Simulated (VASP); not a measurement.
## PbSe: single point with PBE

Crystal: PbSe.

```xyz
2
Lattice="3.8585 0.0000 0.0000 0.0000 3.8585 0.0000 0.0000 0.0000 3.8585" Properties=species:S:1:pos:R:3 pbc="T T T"
Pb    0.0000    0.0000    0.0000
Se    1.9293    1.9293    1.9293
```

```json
{
 "Program": "VASP 6.6.1",
 "Task": "single point",
 "Functional": "PBE",
 "Potentials or basis": "VASP PAW PBE potentials, release 64 (Pb_d, Se)",
 "Cutoff": "520 eV",
 "k mesh": "7 × 7 × 7",
 "Occupations": "fermi-dirac, width 0.05 eV",
 "Spin": "no spin polarisation",
 "Dipole correction": "no",
 "Further INCAR settings": "ALGO = Normal; EDIFF = 1e-06; NBANDS = 17"
}
```

| Item | Value |
| --- | --- |
| Pressure | -2.6 GPa |
| Band gap on the k mesh | zero (band 10 reaches 4.73 eV, above the bottom of band 11 at 4.70 eV) |

Levels at points of the mesh, in eV from the Fermi level:
```csv
k point,band 8,band 9,band 10,band 11,band 12,band 13
"(0.00, 0.00, 0.00)",-1.35,-1.35,-1.35,5.19,5.19,5.66
```

Wall time 34 s on 1 thread of Intel Xeon 8259CL, with other jobs on the host, peak memory 0.15 GiB.

Caveat: spin-orbit coupling is left out, which moves the levels of the heavy elements.
